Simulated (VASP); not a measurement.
# Si2W3 (Amm2) in VASP: notebook

Runs on Si2W3. Level: PBE. Tasks: single point.

Everything below comes from runs of VASP 6.6.1. Logs are shortened: lines on timing, memory, paths and dates and some standing lists are left out, and cuts for length are marked.

## Step 1: The cell of the first run

Symmetry: Amm2, No. 38, orthorhombic system. Conventional cell: a = 3.312 Å, b = 9.376 Å, c = 9.376 Å, α = 90.00°, β = 90.00°, γ = 90.00°. Si (site symmetry mm2) has 5 Si at 2.52 to 3.50 Å and 8 W at 2.52 to 2.58 Å within 3.5 Å. Si (site symmetry mm2) has 3 Si at 2.52 to 3.31 Å and 8 W at 2.54 to 2.60 Å within 3.4 Å. Within 3.9 Å of Si (site symmetry m) lie 8 W at 2.46 to 2.71 Å and 7 Si at 2.52 to 3.81 Å. Within 3.4 Å of W (site symmetry m) lie 4 Si at 2.46 to 2.71 Å and 10 W at 2.99 to 3.31 Å. Within 3.6 Å of W (site symmetry mm2) lie 6 Si at 2.57 to 2.64 Å and 11 W at 2.99 to 3.53 Å. Within 3.6 Å of W (site symmetry mm2) lie 6 Si at 2.49 to 2.52 Å and 11 W at 2.99 to 3.53 Å. W (site symmetry m) has 6 Si at 2.54 to 2.58 Å and 11 W at 2.99 to 3.53 Å within 3.6 Å.

## Step 2: Single point, PBE (atoms displaced along a vibrational mode)

INCAR reads:

```
SYSTEM = Si2W3
  ALGO = Fast
  EDIFF = 1E-6
  ENCUT = 520
  GGA = PE
  ISIF = 2
  ISMEAR = 0
  LASPH = .TRUE.
  LCHARG = .FALSE.
  LREAL = .FALSE.
  LWAVE = .FALSE.
  NBANDS = 61
  NELM = 100
  PREC = Accurate
  SIGMA = 0.15
```

KPOINTS reads:

```
k-points
0
G
  6 6 12
  0 0 0
```

POSCAR reads:

```
Si2W3
1.0
    6.6300342967      0.0000000000      0.0000000000
    0.0000000000      6.6300342967      0.0000000000
    0.0000000000      0.0000000000      3.3123213826
Si W
4 6
Direct
    0.1387281020      0.6387281020      0.0000000000
    0.8702621248      0.3702621248      0.0000000000
    0.6209014817      0.8524355045      0.0000000000
    0.3524355045      0.1209014817      0.0000000000
    0.5004070225      0.5016794202      0.0000000000
    0.0016794202      0.0004070225      0.0000000000
    0.6600605161      0.1600605161      0.5000000000
    0.3410365769      0.8410365769      0.5000000000
    0.1592701262      0.3402461870      0.5000000000
    0.8402461870      0.6592701262      0.5000000000
```

Potentials or basis: VASP PAW PBE potentials, release 64 (Si, W_sv).

Command:

```
> cat potpaw_PBE.64/Si/POTCAR potpaw_PBE.64/W_sv/POTCAR > POTCAR
> mpirun -np 1 vasp_std > vasp.out
```

OUTCAR:

```text
SYSTEM = Si2W3
   EDIFF = 1E-6
   ENCUT = 520
   GGA = PE
   ISIF = 2
   ISMEAR = 0
   LASPH = .TRUE.
   LREAL = .FALSE.
   NELM = 100
   PREC = Accurate

 ion  position               nearest neighbor table
   1  0.139  0.639  0.000-   2 2.52   8 2.52   8 2.52   5 2.56   6 2.56  10 2.58   9 2.58   9 2.58
                            10 2.58
   2  0.870  0.370  0.000-   1 2.52   9 2.54  10 2.54   9 2.54  10 2.54   7 2.57   7 2.57   5 2.60
                             6 2.60
   3  0.621  0.852  0.000-   5 2.46   8 2.49   8 2.49   4 2.52  10 2.55  10 2.55   7 2.64   7 2.64
                             6 2.71
   4  0.352  0.121  0.000-   6 2.46   8 2.49   8 2.49   3 2.52   9 2.55   9 2.55   7 2.64   7 2.64
                             5 2.71
   5  0.500  0.502  0.000-   3 2.46   1 2.56   2 2.60   4 2.71  10 2.99  10 2.99   8 2.99   8 2.99
                             7 3.00   7 3.00   9 3.00   9 3.00
   6  0.002  0.000  0.000-   4 2.46   1 2.56   2 2.60   3 2.71   9 2.99   9 2.99   8 2.99   8 2.99
                             7 3.00   7 3.00  10 3.00  10 3.00
   7  0.660  0.160  0.500-   2 2.57   2 2.57   4 2.64   3 2.64   3 2.64   4 2.64   8 2.99   5 3.00
                             6 3.00   5 3.00   6 3.00
   8  0.341  0.841  0.500-   3 2.49   4 2.49   3 2.49   4 2.49   1 2.52   1 2.52   6 2.99   5 2.99
                             5 2.99   6 2.99   7 2.99
   9  0.159  0.340  0.500-   2 2.54   2 2.54   4 2.55   4 2.55   1 2.58   1 2.58   6 2.99   6 2.99
                            10 2.99   5 3.00   5 3.00
  10  0.840  0.659  0.500-   2 2.54   2 2.54   3 2.55   3 2.55   1 2.58   1 2.58   5 2.99   5 2.99
                             9 2.99   6 3.00   6 3.00

  LATTYP: Found a simple tetragonal cell.
 ALAT       =     6.6300342967
 C/A-ratio  =     0.4995934009

  Lattice vectors:

 A1 = (   6.6300342967,   0.0000000000,   0.0000000000)
 A2 = (   0.0000000000,   6.6300342967,   0.0000000000)
 A3 = (   0.0000000000,   0.0000000000,   3.3123213826)

Analysis of symmetry for initial positions (statically):
=====================================================================
 Subroutine PRICEL returns:
 Original cell was already a primitive cell.

 Routine SETGRP: Setting up the symmetry group for a
 simple tetragonal supercell.

 Subroutine GETGRP returns: Found  4 space group operations
 (whereof  2 operations were pure point group operations)
 out of a pool of 16 trial point group operations.

The static configuration has the point symmetry C_1h.
 The point group associated with its full space group is C_2v.

Analysis of symmetry for dynamics (positions and initial velocities):
=====================================================================
 Subroutine PRICEL returns:
 Original cell was already a primitive cell.

 Routine SETGRP: Setting up the symmetry group for a
 simple tetragonal supercell.

 Subroutine GETGRP returns: Found  4 space group operations
 (whereof  2 operations were pure point group operations)
 out of a pool of 16 trial point group operations.

The dynamic configuration has the point symmetry C_1h.
 The point group associated with its full space group is C_2v.

 Subroutine INISYM returns: Found  4 space group operations
 (whereof  2 operations are pure point group operations),
 and found     1 'primitive' translations

----------------------------------------------------------------------------------------

                                     Primitive cell

  volume of cell :     145.6009

  direct lattice vectors                    reciprocal lattice vectors
     6.630034297  0.000000000  0.000000000     0.150828782  0.000000000  0.000000000
     0.000000000  6.630034297  0.000000000     0.000000000  0.150828782  0.000000000
     0.000000000  0.000000000  3.312321383     0.000000000  0.000000000  0.301903072

  length of vectors
     6.630034297  6.630034297  3.312321383     0.150828782  0.150828782  0.301903072

  position of ions in fractional coordinates (direct lattice)
     0.138728102  0.638728102  0.000000000
     0.870262125  0.370262125  0.000000000
     0.620901482  0.852435505  0.000000000
     0.352435505  0.120901482  0.000000000
     0.500407022  0.501679420  0.000000000
     0.001679420  0.000407022  0.000000000
     0.660060516  0.160060516  0.500000000
     0.341036577  0.841036577  0.500000000
     0.159270126  0.340246187  0.500000000
     0.840246187  0.659270126  0.500000000

  ion indices of the primitive-cell ions
   primitive index   ion index
                 1           1
                 2           2
                 3           3
                 4           4
                 5           5
                 6           6
                 7           7
                 8           8
                 9           9
                10          10

----------------------------------------------------------------------------------------

 KPOINTS: k-points

Automatic generation of k-mesh.
 Grid dimensions read from file:
 generate k-points for:    6    6   12

 Generating k-lattice:

  Cartesian coordinates                     Fractional coordinates (reciprocal lattice)
     0.025138130  0.000000000  0.000000000     0.166666667  0.000000000  0.000000000
     0.000000000  0.025138130  0.000000000     0.000000000  0.166666667  0.000000000
     0.000000000  0.000000000  0.025158589     0.000000000  0.000000000  0.083333333

  Length of vectors
     0.025138130  0.025138130  0.025158589

  Shift w.r.t. Gamma in fractional coordinates (k-lattice)
     0.000000000  0.000000000  0.000000000

 Subroutine IBZKPT returns following result:
 ===========================================

 Found     91 irreducible k-points:

 Following reciprocal coordinates:
            Coordinates               Weight
  0.000000  0.000000  0.000000      1.000000
  0.166667  0.000000  0.000000      4.000000
  0.333333  0.000000  0.000000      4.000000
  0.500000  0.000000  0.000000      2.000000
  0.166667  0.166667  0.000000      2.000000
 -0.166667  0.166667  0.000000      2.000000
[... 16 lines left out ...]
  0.333333  0.333333  0.083333      4.000000
 -0.333333  0.333333  0.083333      4.000000
 [... further k-points ...]
   k-points           NKPTS =     91   k-points in BZ     NKDIM =     91   number of bands    NBANDS=     61
   number of dos      NEDOS =    301   number of ions     NIONS =     10
   total plane-waves  NPLWV =  70000
   dimension x,y,z NGX =    50 NGY =   50 NGZ =   28
   dimension x,y,z NGXF=   100 NGYF=  100 NGZF=   56
   ions per type =               4   6
   NGX,Y,Z   is equivalent  to a cutoff of  12.54, 12.54, 14.05 a.u.
   NGXF,Y,Z  is equivalent  to a cutoff of  25.07, 25.07, 28.11 a.u.
 SYSTEM =  Si2W3
   PREC   = accura    normal or accurate (medium, high low for compatibility)
   ISTART =      0    job   : 0-new  1-cont  2-samecut
   ICHARG =      2    charge: 1-file 2-atom 10-const
   ISPIN  =      1    spin polarized calculation?
   LNONCOLLINEAR =      F non collinear calculations
   LSORBIT =      F    spin-orbit coupling
   LASPH  =      T    aspherical Exc in radial PAW
   ENCUT  =  520.0 eV  38.22 Ry    6.18 a.u.  12.33 12.33  6.16*2*pi/ulx,y,z
   NELM   =    100;   NELMIN=  2; NELMDL= -5     # of ELM steps
   EDIFF  = 0.1E-05   stopping-criterion for ELM
   LREAL  =      F    real-space projection
   EDIFFG = 0.1E-04   stopping-criterion for IOM
   NSW    =      0    number of steps for IOM
   IBRION =     -1    ionic relax: 0-MD 1-quasi-New 2-CG
   NFREE  =      0    steps in history (QN), initial steepest desc. (CG)
   ISIF   =      2    stress and relaxation
   ISYM   =      2    0-nonsym 1-usesym 2-fastsym
   POTIM  = 0.5000    time-step for ionic-motion
   TEBEG  =    0.0;   TEEND  =   0.0 temperature during run
   PSTRESS=    0.0 pullay stress
   NELECT =     100.0000    total number of electrons
   NUPDOWN=      -1.0000    fix difference up-down
   EMIN   =  10.00;   EMAX   =-10.00  energy-range for DOS
   EFERMI =   0.00;   METHOD = LEGACY
   ISMEAR =     0;   SIGMA  =   0.15  broadening in eV -4-tet -1-fermi 0-gaus
   EFERMI_NEDOS =   21; number of points for ismear=-14 and -15
   IALGO  =     68    algorithm
   IMIX   =      4    mixing-type and parameters
     AMIX     =   0.40;   BMIX     =  1.00
     AMIX_MAG =   1.60;   BMIX_MAG =  1.00
  volume/ion in A,a.u.               =      14.56        98.26
  Fermi-wavevector in a.u.,A,eV,Ry     =   1.444398  2.729516 28.385632  2.086285
  Thomas-Fermi vector in A             =   2.562697
   LORBIT       =      0    0 simple, 1 ext, 2 COOP (PROOUT), +10 PAW based schemes
   GGA     = PE    functional components
   LHFCALC =     F    Hartree Fock is set to
   AEXX    =    0.0000 exact exchange contribution
   IVDW    =     0    specifies the selected vdW correction
   LEPSILON=     F    determine dielectric tensor
   LRPA    =     F    only Hartree local field effects (RPA)
 non-spin polarized calculation
 RMM-DIIS sequential band-by-band and
 Gauss-broadening in eV      SIGMA  =   0.15
  energy-cutoff  :      520.00
  volume of cell :      145.60
 maximum number of plane-waves:      3945
 NGX is ok and might be reduce to    50
   NGX = 25   NGY = 25   NGZ = 13

 number of electron     100.0000000 magnetization

 number of electron      99.9999984 magnetization

 Free energy of the ion-electron system (eV)
  ---------------------------------------------------
  ext. energy  EPLUGINS =         0.00000000
  ---------------------------------------------------
  free energy    TOTEN  =       -98.98825450 eV

  energy without entropy =      -98.92462249  energy(sigma->0) =      -98.95643849

 E-fermi :  11.7118     XC(G=0): -12.9426

 val. band max:       11.7116612554   @ k =   0.5000   0.5000   0.0000
 cond. band min:      11.7135011939   @ k =  -0.3333   0.3333   0.0000
 fundamental gap:      0.0018399385
 Fermi energy:        11.7118085540

 k-point     1 :       0.0000    0.0000    0.0000
  band No.  band energies     occupation
      1     -62.6988      2.00000
      2     -62.6555      2.00000
      3     -62.6443      2.00000
      4     -62.5818      2.00000
      5     -62.3559      2.00000
      6     -62.3534      2.00000
[... 53 lines left out ...]
     60      13.2889      0.00000
     61      13.3132      0.00000

 k-point     2 :       0.1667    0.0000    0.0000
  band No.  band energies     occupation
      1     -62.6987      2.00000
      2     -62.6554      2.00000
      3     -62.6445      2.00000
      4     -62.5818      2.00000
      5     -62.3557      2.00000
      6     -62.3536      2.00000
[... 53 lines left out ...]
     60      13.3373      0.00000
     61      13.4202      0.00000

 k-point     3 :       0.3333    0.0000    0.0000
  band No.  band energies     occupation
      1     -62.6987      2.00000
      2     -62.6551      2.00000
      3     -62.6448      2.00000
      4     -62.5818      2.00000
      5     -62.3553      2.00000
      6     -62.3540      2.00000
[... 1333 lines left out ...]
     60      13.2135      0.00000
     61      14.5083      0.00000

 k-point    24 :      -0.3333    0.3333    0.0833
  band No.  band energies     occupation
      1     -62.6983      2.00000
      2     -62.6543      2.00000
      3     -62.6449      2.00000
      4     -62.5815      2.00000
      5     -62.3547      2.00000
      6     -62.3541      2.00000
[... 53 lines left out ...]
     60      13.1810      0.00000
     61      14.5449      0.00000

 [... further k-points ...]
[... 5 lines left out ...]
  --------------------------------------------------------------------------------------
  -------------------------------------------------------------------------------------
  Total        0.9978473      0.9978473      1.0445461      0.1922768      0.0000000      0.0000000
  in kB       10.9802103     10.9802103     11.4940790      2.1157945      0.0000000      0.0000000
  external PRESSURE =      11.1514999 kB  Pullay stress =       0.0000000 kB

 VOLUME and BASIS-vectors are now :
 -----------------------------------------------------------------------------
  energy-cutoff  :      520.00
  volume of cell :      145.60
      direct lattice vectors                 reciprocal lattice vectors
     6.630034297  0.000000000  0.000000000     0.150828782  0.000000000  0.000000000
     0.000000000  6.630034297  0.000000000     0.000000000  0.150828782  0.000000000
     0.000000000  0.000000000  3.312321383     0.000000000  0.000000000  0.301903072

 POSITION                                       TOTAL-FORCE (eV/Angst)
 -----------------------------------------------------------------------------------
      0.91977      4.23479      0.00000        -0.516043     -0.516043      0.000000
      5.76987      2.45485      0.00000        -0.474378     -0.474378      0.000000
      4.11660      5.65168      0.00000         1.500172      1.487327      0.000000
      2.33666      0.80158      0.00000         1.487327      1.500172      0.000000
      3.31772      3.32615      0.00000        -0.297294     -1.258551      0.000000
      0.01113      0.00270      0.00000        -1.258551     -0.297294      0.000000
      4.37622      1.06121      1.65616        -0.298778     -0.298778      0.000000
      2.26108      5.57610      1.65616        -0.492233     -0.492233      0.000000
      1.05597      2.25584      1.65616         0.194109      0.155669      0.000000
      5.57086      4.37098      1.65616         0.155669      0.194109      0.000000
 -----------------------------------------------------------------------------------
    total drift:                                0.000222      0.000222      0.000002

  FREE ENERGIE OF THE ION-ELECTRON SYSTEM (eV)
  ---------------------------------------------------
  free  energy   TOTEN  =       -98.9882545007 eV

  energy  without entropy=      -98.9246224863  energy(sigma->0) =      -98.95643849
```

Run time: 20 min. Hardware: 1 thread of Intel Xeon Platinum 8259CL at 2.50GHz (Skylake/Cascade Lake), shared host; peak memory 0.65 GiB.

Results:

| Property | Result |
| --- | --- |
| Free energy | -98.9883 eV |
| Pressure | 1.1 GPa |
| Largest force | 2.113 eV/Å |
| Band gap on the k mesh | zero (bands 50 and 51 overlap by 1.61 eV) |

Forces on the atoms (eV/Å):
```
Si  -0.516 -0.516  0.000
Si  -0.474 -0.474  0.000
Si   1.500  1.487  0.000
Si   1.487  1.500  0.000
W   -0.297 -1.259  0.000
W   -1.259 -0.297  0.000
W   -0.299 -0.299  0.000
W   -0.492 -0.492  0.000
W    0.194  0.156  0.000
W    0.156  0.194  0.000
```

Stress tensor (GPa, compression positive):
```
1.10 0.21 0.00
0.21 1.10 0.00
0.00 0.00 1.15
```

Caveat: the cell differs from its parent crystal (atoms displaced along a vibrational mode); spin-orbit coupling is left out, which moves the levels of the heavy elements; forces of over 1 eV/Å act on the atoms, so gaps and moduli don't describe the material at rest.

## Step 3: Single point, PBE (atoms displaced along a vibrational mode)

INCAR reads:

```
SYSTEM = Si2W3
PREC     = Accurate       ! precision mode
ENCUT    = 520            ! plane-wave cutoff, eV
EDIFF    = 1E-6           ! SCF threshold, eV
ISMEAR   = 0              ! smearing method
SIGMA    = 0.15           ! smearing width, eV
LREAL    = .False.        ! projectors in reciprocal space
LASPH    = .True.         ! aspherical terms in the spheres
NELM     = 60             ! most SCF steps
ALGO     = Fast           ! electronic algorithm
ISIF     = 2              ! what is computed and relaxed
LWAVE    = .False.        ! write WAVECAR
LCHARG   = .False.        ! write CHGCAR
GGA      = PE             ! functional
NBANDS   = 61             ! bands
```

KPOINTS reads:

```
regular mesh
0
Gamma
  6 6 12
  0 0 0
```

POSCAR reads:

```
Si2W3
1.0
    6.6300342967      0.0000000000      0.0000000000
    0.0000000000      6.6300342967      0.0000000000
    0.0000000000      0.0000000000      3.3123213826
Si W
4 6
Direct
    0.1396271247      0.6396271247      0.0000000000
    0.8711611475      0.3711611475      0.0000000000
    0.6182351804      0.8497692032      0.0000000000
    0.3497692032      0.1182351804      0.0000000000
    0.5004884270      0.5020153043      0.0000000000
    0.0020153043      0.0004884270      0.0000000000
    0.6601702253      0.1601702253      0.5000000000
    0.3411462861      0.8411462861      0.5000000000
    0.1592217575      0.3401978183      0.5000000000
    0.8401978183      0.6592217575      0.5000000000
```

Potentials or basis: VASP PAW PBE potentials, release 64 (Si, W_sv).

Command:

```
> cat potpaw_PBE.64/Si/POTCAR potpaw_PBE.64/W_sv/POTCAR > POTCAR
> mpirun -np 1 vasp_std > vasp.out
```

Wall time 8 min (1 thread of Intel Xeon 6975P-C (Granite Rapids), shared host); peak memory 0.65 GiB.

It converged, with:

```yaml
Free_energy: -98.8507 eV
Pressure: 1.5 GPa
Largest_force: 2.551 eV/Å
Band_gap_on_the_k_mesh: zero (bands 50 and 51 overlap by 1.59 eV)
```

Forces on the atoms (eV/Å):
```
Si  -0.625 -0.625  0.000
Si  -0.562 -0.562  0.000
Si   1.810  1.797  0.000
Si   1.797  1.810  0.000
W   -0.359 -1.534  0.000
W   -1.534 -0.359  0.000
W   -0.341 -0.341  0.000
W   -0.607 -0.607  0.000
W    0.232  0.188  0.000
W    0.188  0.232  0.000
```

Stress tensor (GPa, compression positive):
```
1.55 0.31 0.00
0.31 1.55 0.00
0.00 0.00 1.50
```

Levels at points of the mesh, in eV from the Fermi level:
| k point | band 48 | band 49 | band 50 | band 51 | band 52 | band 53 |
| --- | --- | --- | --- | --- | --- | --- |
| (0.00, 0.00, 0.00) | -0.85 | -0.58 | -0.12 | -0.09 | 0.12 | 0.65 |
| (0.50, 0.00, 0.00) | -0.98 | -0.85 | -0.73 | -0.59 | -0.54 | 0.48 |
| (0.50, 0.50, 0.00) | -1.40 | -0.13 | -0.08 | -0.01 | 0.00 | 0.02 |
| (0.00, 0.00, 0.50) | -1.54 | -1.42 | -1.40 | 1.47 | 1.78 | 1.85 |
| (0.50, 0.00, 0.50) | -0.42 | 0.05 | 0.07 | 0.55 | 0.69 | 1.55 |
| (0.50, 0.50, 0.50) | -0.20 | 0.97 | 1.00 | 1.30 | 1.33 | 1.38 |

Caveat: the cell differs from its parent crystal (atoms displaced along a vibrational mode); spin-orbit coupling is left out, which moves the levels of the heavy elements; forces of over 1 eV/Å act on the atoms, so gaps and moduli don't describe the material at rest.
